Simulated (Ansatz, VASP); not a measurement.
# Zn: VASP beside Ansatz

File INCAR:

```
ALGO = Normal ; DIPOL = 0.5 0.5 0.500
EDIFF = 1E-6 ; ENCUT = 520
GGA = PE ; IDIPOL = 3
ISIF = 2 ; ISMEAR = -1
LASPH = T ; LCHARG = F
LDIPOL = T ; LREAL = F
LWAVE = F ; NBANDS = 38
NELM = 80 ; PREC = Accurate
SIGMA = 0.05
```

KPOINTS

```
k-points
0
Gamma
  12 12 1
```

The input POSCAR:

```
Zn
1.0
    2.6169740200      0.0000000000      0.0000000000
   -1.3084870100      2.2681701736      0.0000000000
    0.0000000000      0.0000000000     24.7167705914
Zn
5
Direct
    0.3393536486      0.6787072973      0.3034376992
    0.0115275509      0.0230551018      0.4011997588
    0.3508811995      0.7017623991      0.5000000000
    0.6902348482      0.3804696963      0.5988002412
    0.3624087504      0.7248175009      0.6965623008
```

Contents of input.yaml:

```yaml
crystal:
  lattice:
    - [2.61697402, 0.0, 0.0]
    - [-1.30848701, 2.2681701736, 0.0]
    - [0.0, 0.0, 24.7167705914]
  atoms:
    - { symbol: Zn, position: [0.3393536486, 0.6787072973, 0.3034376992] }
    - { symbol: Zn, position: [0.0115275509, 0.0230551018, 0.4011997588] }
    - { symbol: Zn, position: [0.3508811995, 0.7017623991, 0.5] }
    - { symbol: Zn, position: [0.6902348482, 0.3804696963, 0.5988002412] }
    - { symbol: Zn, position: [0.3624087504, 0.7248175009, 0.6965623008] }
hamiltonian:
  xc: pbe
  pseudopotentials: { kind: paw }
kpoints:
  mp_grid: { grid: [12, 12, 1] }
scf:
  occupations: { method: fermi_dirac, width: 0.05 }
output:
  forces: true
  eigenvalues: true
  write_density: true
  write_potential: true
  elf: true
  volumetric_format: npy
efield:
  axis: 3
  dipole_correction: true
  ramp_width: 0.04
```

Alike in both runs: task single point; functional PBE; k mesh 12 × 12 × 1; occupations fermi-dirac, width 0.05 eV; no spin polarisation.

|  | VASP | Ansatz |
| --- | --- | --- |
| version | VASP 6.6.1 | Ansatz 0.2.0 |
| potentials or method | VASP PAW PBE potentials, release 64 (Zn) | Ansatz PAW |
| plane-wave cutoff (eV) | 520 | 420 |
| valence electrons in the cell | 60 | 60 |

VASP gave:

| Item | Value |
| --- | --- |
| gap on the k mesh at the Fermi level (eV) | none |
| rms of the force components (eV/Å) | 0.072 |

**Question.** Which values does Ansatz return?

**Answer.** gap on the k mesh at the Fermi level (eV): none; rms of the force components (eV/Å): 0.068.

Atom by atom the forces differ by 0.004 eV/Å (rms over components). A gap of «none» marks a metal or a gap that the smearing closes. With one functional, cell and mesh, what is left measures potentials, basis and numerics.
